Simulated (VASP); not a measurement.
# Zr2TaGe2 (P-3m1) in VASP: further runs

The runs below take Zr2TaGe2 through single point, with PBE.

Program: VASP 6.6.1. These are calculated values, not measurements. Logs are shortened: lines on timing, memory, paths and dates and some standing lists are left out, and cuts for length are marked.

## 1. The cell of the first run

It takes space group P-3m1 (No. 164, trigonal). The conventional cell has a = 4.097 Å, b = 4.097 Å, c = 6.885 Å, α = 90.00°, β = 90.00°, γ = 120.00°. Within 3.3 Å of Zr (site symmetry 3m) lie 4 Ge at 2.49 to 2.57 Å and 3 Zr at 2.97 Å. Within 3.9 Å of Ta (site symmetry -3m) lie 6 Ge at 2.95 Å and 6 Zr at 3.47 Å. Ge (site symmetry 3m) has 4 Zr at 2.49 to 2.57 Å and 3 Ta at 2.95 Å within 3.3 Å.

The cell was built from a structure type or drawn by symmetry, and may not be a known phase.

## 2. Single point, PBE

INCAR reads:

```
PREC     = Accurate       # precision mode
ENCUT    = 520            # plane-wave cutoff, eV
EDIFF    = 1E-6           # SCF threshold, eV
ISMEAR   = 0              # smearing method
SIGMA    = 0.1            # smearing width, eV
LREAL    = False          # projectors in reciprocal space
LASPH    = True           # aspherical terms in the spheres
NELM     = 80             # most SCF steps
ALGO     = Normal         # electronic algorithm
ISIF     = 2              # what is computed and relaxed
LWAVE    = False          # write WAVECAR
LCHARG   = False          # write CHGCAR
GGA      = PE             # functional
NBANDS   = 40             # bands
```

KPOINTS reads:

```
Automatic mesh
0
Gamma
  6 6 4
```

POSCAR reads:

```
Zr2TaGe2
1.0
    4.0965227400      0.0000000000      0.0000000000
   -2.0482613700      3.5476927600      0.0000000000
    0.0000000000      0.0000000000      6.8850356600
Zr Ta Ge
2 1 2
Direct
    0.3333333300      0.6666666700      0.6306999900
    0.6666666700      0.3333333300      0.3693000100
    0.0000000000      0.0000000000      0.0000000000
    0.3333333300      0.6666666700      0.2570999900
    0.6666666700      0.3333333300      0.7429000100
```

Potentials or basis: VASP PAW PBE potentials, release 64 (Zr_sv, Ta_pv, Ge_d).

Launch:

```
cat potpaw_PBE.64/Zr_sv/POTCAR potpaw_PBE.64/Ta_pv/POTCAR potpaw_PBE.64/Ge_d/POTCAR > POTCAR
mpirun -np 1 vasp_std > vasp.out
```

OUTCAR:

```text
PREC = Accurate
   ENCUT = 520
   EDIFF = 1E-6
   ISMEAR = 0
   LREAL = False
   LASPH = True
   NELM = 80
   ISIF = 2
   GGA = PE

 ion  position               nearest neighbor table
   1  0.333  0.667  0.631-   5 2.49   5 2.49   5 2.49   4 2.57   2 2.97   2 2.97   2 2.97   3 3.47
                             3 3.47   3 3.47
   2  0.667  0.333  0.369-   4 2.49   4 2.49   4 2.49   5 2.57   1 2.97   1 2.97   1 2.97   3 3.47
                             3 3.47   3 3.47
   3  0.000  0.000  0.000-   4 2.95   5 2.95   4 2.95   5 2.95   5 2.95   4 2.95   1 3.47   2 3.47
                             1 3.47   2 3.47   1 3.47   2 3.47
   4  0.333  0.667  0.257-   2 2.49   2 2.49   2 2.49   1 2.57   3 2.95   3 2.95   3 2.95
   5  0.667  0.333  0.743-   1 2.49   1 2.49   1 2.49   2 2.57   3 2.95   3 2.95   3 2.95

  LATTYP: Found a hexagonal cell.
 ALAT       =     4.0965227400
 C/A-ratio  =     1.6807024145

  Lattice vectors:

 A1 = (   4.0965227400,   0.0000000000,   0.0000000000)
 A2 = (  -2.0482613700,   3.5476927600,   0.0000000000)
 A3 = (   0.0000000000,   0.0000000000,   6.8850356600)

Analysis of symmetry for initial positions (statically):
=====================================================================
 Subroutine PRICEL returns:
 Original cell was already a primitive cell.

 Routine SETGRP: Setting up the symmetry group for a
 hexagonal supercell.

 Subroutine GETGRP returns: Found 12 space group operations
 (whereof 12 operations were pure point group operations)
 out of a pool of 24 trial point group operations.

The static configuration has the point symmetry D_3d.

Analysis of symmetry for dynamics (positions and initial velocities):
=====================================================================
 Subroutine PRICEL returns:
 Original cell was already a primitive cell.

 Routine SETGRP: Setting up the symmetry group for a
 hexagonal supercell.

 Subroutine GETGRP returns: Found 12 space group operations
 (whereof 12 operations were pure point group operations)
 out of a pool of 24 trial point group operations.

The dynamic configuration has the point symmetry D_3d.

 Subroutine INISYM returns: Found 12 space group operations
 (whereof 12 operations are pure point group operations),
 and found     1 'primitive' translations

----------------------------------------------------------------------------------------

                                     Primitive cell

[... 95 lines left out ...]
   EDIFF  = 0.1E-05   stopping-criterion for ELM
   LREAL  =      F    real-space projection
   EDIFFG = 0.1E-04   stopping-criterion for IOM
   NSW    =      0    number of steps for IOM
   IBRION =     -1    ionic relax: 0-MD 1-quasi-New 2-CG
   NFREE  =      0    steps in history (QN), initial steepest desc. (CG)
   ISIF   =      2    stress and relaxation
   ISYM   =      2    0-nonsym 1-usesym 2-fastsym
   POTIM  = 0.5000    time-step for ionic-motion
   TEBEG  =    0.0;   TEEND  =   0.0 temperature during run
   PSTRESS=    0.0 pullay stress
   NELECT =      63.0000    total number of electrons
   NUPDOWN=      -1.0000    fix difference up-down
   EMIN   =  10.00;   EMAX   =-10.00  energy-range for DOS
   EFERMI =   0.00;   METHOD = LEGACY
   ISMEAR =     0;   SIGMA  =   0.10  broadening in eV -4-tet -1-fermi 0-gaus
   EFERMI_NEDOS =   21; number of points for ismear=-14 and -15
   IALGO  =     38    algorithm
   IMIX   =      4    mixing-type and parameters
     AMIX     =   0.40;   BMIX     =  1.00
     AMIX_MAG =   1.60;   BMIX_MAG =  1.00
  volume/ion in A,a.u.               =      20.01       135.05
  Fermi-wavevector in a.u.,A,eV,Ry     =   1.403134  2.651539 26.786948  1.968785
  Thomas-Fermi vector in A             =   2.525826
   LORBIT       =      0    0 simple, 1 ext, 2 COOP (PROOUT), +10 PAW based schemes
   GGA     = PE    functional components
   LHFCALC =     F    Hartree Fock is set to
   AEXX    =    0.0000 exact exchange contribution
   IVDW    =     0    specifies the selected vdW correction
   LEPSILON=     F    determine dielectric tensor
   LRPA    =     F    only Hartree local field effects (RPA)
 non-spin polarized calculation
 Gauss-broadening in eV      SIGMA  =   0.10
  energy-cutoff  :      520.00
  volume of cell :      100.06
 maximum number of plane-waves:      2720
   NGX = 15   NGY = 15   NGZ = 25

 number of electron      62.9999968 magnetization

 Free energy of the ion-electron system (eV)
  ---------------------------------------------------
  ext. energy  EPLUGINS =         0.00000000
  ---------------------------------------------------
  free energy    TOTEN  =       -36.44272444 eV

  energy without entropy =      -36.41627987  energy(sigma->0) =      -36.42950215

 E-fermi :   7.3603     XC(G=0): -11.4028

 val. band max:        7.3370882520   @ k =   0.5000  -0.0000   0.5000
 cond. band min:       7.3754594841   @ k =   0.3333   0.1667   0.0000
 fundamental gap:      0.0383712321
 Fermi energy:         7.3603442628

 k-point     1 :       0.0000    0.0000    0.0000
  band No.  band energies     occupation
      1     -40.8609      2.00000
      2     -40.6799      2.00000
      3     -27.8727      2.00000
      4     -27.8727      2.00000
      5     -27.8633      2.00000
      6     -19.2541      2.00000
[... 1021 lines left out ...]
     39      10.7329      0.00000
     40      11.5938      0.00000

------------------------ aborting loop because EDIFF is reached ----------------------------------------

  FORCE on cell =-STRESS in cart. coord.  units (eV):
  Direction    XX          YY          ZZ          XY          YZ          ZX
  --------------------------------------------------------------------------------------
  -------------------------------------------------------------------------------------
  Total        7.6236039      7.6236039      7.6882076      0.0000000      0.0000000      0.0000000
  in kB      122.0684252    122.0684252    123.1028533      0.0000000      0.0000000      0.0000000
  external PRESSURE =     122.4132346 kB  Pullay stress =       0.0000000 kB

 VOLUME and BASIS-vectors are now :
 -----------------------------------------------------------------------------
  energy-cutoff  :      520.00
  volume of cell :      100.06
      direct lattice vectors                 reciprocal lattice vectors
     4.096522740  0.000000000  0.000000000     0.244109471  0.140936669  0.000000000
    -2.048261370  3.547692760  0.000000000     0.000000000  0.281873338  0.000000000
     0.000000000  0.000000000  6.885035660     0.000000000  0.000000000  0.145242530

 POSITION                                       TOTAL-FORCE (eV/Angst)
 -----------------------------------------------------------------------------------
     -0.00000      2.36513      4.34239        -0.000000     -0.000000      2.302782
      2.04826      1.18256      2.54264         0.000000      0.000000     -2.302782
      0.00000      0.00000      0.00000        -0.000000      0.000000      0.000000
     -0.00000      2.36513      1.77014        -0.000000     -0.000000     -5.101914
      2.04826      1.18256      5.11489        -0.000000      0.000000      5.101914
 -----------------------------------------------------------------------------------
    total drift:                                0.000000      0.000000      0.000000

  FREE ENERGIE OF THE ION-ELECTRON SYSTEM (eV)
  ---------------------------------------------------
  free  energy   TOTEN  =       -36.4427244354 eV

  energy  without entropy=      -36.4162798696  energy(sigma->0) =      -36.42950215
```

OSZICAR:

```text
N       E                     dE             d eps       ncg     rms          rms(c)
DAV:   1     0.781649975681E+03    0.78165E+03   -0.30654E+04  2432   0.332E+03
DAV:   2     0.875853930351E+02   -0.69406E+03   -0.66649E+03  1936   0.910E+02
DAV:   3    -0.288590669965E+02   -0.11644E+03   -0.11163E+03  2528   0.213E+02
DAV:   4    -0.401733321738E+02   -0.11314E+02   -0.11136E+02  2968   0.655E+01
DAV:   5    -0.407024408361E+02   -0.52911E+00   -0.52885E+00  2896   0.118E+01    0.277E+01
DAV:   6    -0.384535956880E+02    0.22488E+01   -0.21794E+01  2680   0.263E+01    0.114E+01
DAV:   7    -0.373868380603E+02    0.10668E+01   -0.17228E+01  2768   0.188E+01    0.971E+00
DAV:   8    -0.364551860732E+02    0.93165E+00   -0.25675E+00  2496   0.906E+00    0.201E+00
DAV:   9    -0.364433841915E+02    0.11802E-01   -0.32396E-01  2600   0.232E+00    0.904E-01
DAV:  10    -0.364424903898E+02    0.89380E-03   -0.29319E-02  2408   0.862E-01    0.274E-01
DAV:  11    -0.364428188492E+02   -0.32846E-03   -0.45174E-03  2936   0.387E-01    0.121E-01
DAV:  12    -0.364427237954E+02    0.95054E-04   -0.72679E-04  2360   0.164E-01    0.265E-02
DAV:  13    -0.364427227391E+02    0.10563E-05   -0.66864E-05  2656   0.628E-02    0.138E-02
DAV:  14    -0.364427245138E+02   -0.17747E-05   -0.84771E-06  2528   0.159E-02    0.360E-03
DAV:  15    -0.364427244354E+02    0.78406E-07   -0.14605E-06  1640   0.119E-02
   1 F= -.36442724E+02 E0= -.36429502E+02  d E =-.264446E-01
```

Run time: 2.1 min. Hardware: 1 thread of Intel Xeon Platinum 8175M at 2.50GHz (Skylake/Cascade Lake), shared host; peak memory 0.26 GiB.

Results:

- Free energy: -36.4427 eV
- Pressure: 12.2 GPa
- Largest force: 5.102 eV/Å
- Band gap on the k mesh: zero (an odd number of electrons rules out a gap without spin polarisation)

Forces in eV/Å, atoms in the order of the input:
```
Zr   0.000  0.000  2.303
Zr   0.000  0.000 -2.303
Ta   0.000  0.000  0.000
Ge   0.000  0.000 -5.102
Ge   0.000  0.000  5.102
```

Stress tensor (GPa, compression positive):
```
12.21  0.00  0.00
 0.00 12.21  0.00
 0.00  0.00 12.31
```

Levels at points of the mesh, in eV from the Fermi level:
```
           k point  band 29  band 30  band 31  band 32  band 33  band 34
(0.00, 0.00, 0.00)    -2.10    -0.93    -0.93     0.33     1.25     1.25
(0.50, 0.00, 0.00)    -1.49    -0.74    -0.36     0.12     1.27     1.49
(0.00, 0.00, 0.50)    -1.29    -0.18    -0.18     0.06     0.63     0.63
(0.50, 0.00, 0.50)    -1.50    -0.99    -0.15    -0.02     1.37     1.39
```

Caveat: the cell stands under pressure; spin-orbit coupling is left out, which moves the levels of the heavy elements; forces of over 1 eV/Å act on the atoms, so gaps and moduli don't describe the material at rest.

## 3. Single point, PBE

This run uses another cell than the first one, of 20.52 Å³/atom.

INCAR reads:

```
  ALGO = Fast
  EDIFF = 1E-6
  ENCUT = 520
  GGA = PE
  ISIF = 2
  ISMEAR = 0
  LASPH = T
  LCHARG = F
  LREAL = F
  LWAVE = F
  NBANDS = 40
  NELM = 100
  PREC = Accurate
  SIGMA = 0.1
```

KPOINTS reads:

```
k-points
0
Gamma
  12 12 6
```

POSCAR reads:

```
Zr2TaGe2
1.0
    4.0551660476      0.0000000000      0.0000000000
   -2.0275830238      3.5118768138      0.0000000000
    0.0000000000      0.0000000000      7.2036452962
Zr Ta Ge
2 1 2
Direct
    0.3333333333      0.6666666667      0.6459408054
    0.6666666667      0.3333333333      0.3540591946
    0.0000000000      0.0000000000      0.0000000000
    0.3333333333      0.6666666667      0.1838783585
    0.6666666667      0.3333333333      0.8161216415
```

Potentials or basis: VASP PAW PBE potentials, release 64 (Zr_sv, Ta_pv, Ge_d).

Launch:

```
cat potpaw_PBE.64/Zr_sv/POTCAR potpaw_PBE.64/Ta_pv/POTCAR potpaw_PBE.64/Ge_d/POTCAR > POTCAR
mpirun -np 1 vasp_std > vasp.out
```

Wall time 33 min (1 thread of Intel Xeon Platinum 8175M at 2.50GHz (Skylake/Cascade Lake), shared host); peak memory 0.49 GiB.

The run converged. Its results:

| Item | Value |
| --- | --- |
| Free energy | -38.9979 eV |
| Pressure | 0.1 GPa |
| Largest force | 0.015 eV/Å |
| Band gap on the k mesh | zero (an odd number of electrons rules out a gap without spin polarisation) |

Forces on the atoms (eV/Å):
```
Zr   0.000  0.000 -0.005
Zr   0.000  0.000  0.005
Ta   0.000  0.000  0.000
Ge   0.000  0.000 -0.015
Ge   0.000  0.000  0.015
```

Levels at points of the mesh, in eV from the Fermi level:
```
           k point  band 28  band 29  band 30  band 31  band 32  band 33  band 34  band 35
(0.00, 0.00, 0.00)    -1.76    -1.68    -1.24    -1.24     0.26     1.28     1.29     1.87
(0.50, 0.00, 0.00)    -2.27    -2.03    -1.82    -0.94     0.80     0.84     1.04     1.24
(0.00, 0.00, 0.50)    -1.08    -1.08    -0.66    -0.66     0.06     0.06     0.13     0.44
(0.50, 0.00, 0.50)    -2.35    -1.80    -1.25    -0.84     0.22     0.91     1.42     1.59
```

Caveat: spin-orbit coupling is left out, which moves the levels of the heavy elements.
